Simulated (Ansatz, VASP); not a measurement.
# Two plane-wave programs on CO2

INCAR

```
  PREC = Accurate
  ENCUT = 910
  EDIFF = 1E-6
  ISMEAR = 0
  SIGMA = 0.05
  LREAL = False
  LASPH = True
  NELM = 120
  ALGO = Normal
  ISIF = 2
  LWAVE = False
  LCHARG = True
  GGA = PS
  LELF = True
  LVHAR = True
  NBANDS = 44
  GGA_COMPAT = False
```

File KPOINTS:

```
Automatic mesh
0
Gamma
  4 4 4
```

Contents of POSCAR:

```
CO2
1.0
    6.1189315663      0.0000000000      0.0000000000
    0.0000000000      5.7999351339      0.0000000000
    0.0000000000      0.0000000000      5.7999351339
C O
4 8
Direct
    0.0000000000      0.0000000000      0.0000000000
    0.5000000000      0.0000000000      0.5000000000
    0.5000000000      0.5000000000      0.0000000000
    0.0000000000      0.5000000000      0.5000000000
    0.1161576883      0.1161576883      0.1161576883
    0.3838423117      0.8838423117      0.6161576883
    0.6161576883      0.3838423117      0.8838423117
    0.8838423117      0.6161576883      0.3838423117
    0.8838423117      0.8838423117      0.8838423117
    0.6161576883      0.1161576883      0.3838423117
    0.3838423117      0.6161576883      0.1161576883
    0.1161576883      0.3838423117      0.6161576883
```

Input for Ansatz:

```yaml
crystal:
  lattice:
    - [6.1189315663, 0.0, 0.0]
    - [0.0, 5.7999351339, 0.0]
    - [0.0, 0.0, 5.7999351339]
  atoms:
    - { symbol: C, position: [0.0, 0.0, 0.0] }
    - { symbol: C, position: [0.5, 0.0, 0.5] }
    - { symbol: C, position: [0.5, 0.5, 0.0] }
    - { symbol: C, position: [0.0, 0.5, 0.5] }
    - { symbol: O, position: [0.1161576883, 0.1161576883, 0.1161576883] }
    - { symbol: O, position: [0.3838423117, 0.8838423117, 0.6161576883] }
    - { symbol: O, position: [0.6161576883, 0.3838423117, 0.8838423117] }
    - { symbol: O, position: [0.8838423117, 0.6161576883, 0.3838423117] }
    - { symbol: O, position: [0.8838423117, 0.8838423117, 0.8838423117] }
    - { symbol: O, position: [0.6161576883, 0.1161576883, 0.3838423117] }
    - { symbol: O, position: [0.3838423117, 0.6161576883, 0.1161576883] }
    - { symbol: O, position: [0.1161576883, 0.3838423117, 0.6161576883] }
basis:
  ecutwfc: 520.0
kpoints:
  mp_grid: { grid: [4, 4, 4] }
hamiltonian:
  xc: pbesol
scf:
  occupations: { method: gaussian, width: 0.05 }
output:
  forces: true
  stress: true
  eigenvalues: true
```

Change from the starting cell: normal strain along x +0.0550, normal strain along z +0.0000.

Alike in both runs: task single point; functional PBEsol; k mesh 4 × 4 × 4; occupations gaussian, width 0.05 eV; no spin polarisation.

```csv
,VASP,Ansatz
version,VASP 6.6.1,Ansatz 0.2.0
potentials or method,"VASP PAW PBE potentials, release 64 (C_h, O_h), cutoff 910 eV","scalar-relativistic, plane waves, PAW"
valence electrons in the cell,64,64
```

|  | VASP | Ansatz | Ansatz less VASP |
| --- | --- | --- | --- |
| gap on the k mesh at the Fermi level (eV) | 6.47 | 6.47 | +0.002 |
| least direct gap on the mesh (eV) | 6.47 | 6.47 | +0.002 |
| rms of the force components (eV/Å) | 0.954 | 0.987 | +0.0329 |

VASP's potentials were made for PBE, not for PBEsol. Atom by atom the forces differ by 0.033 eV/Å (rms over components).

Noted on VASP's run: the cutoff is under 1.25 times that of the potentials, so the pressure is a little rough.
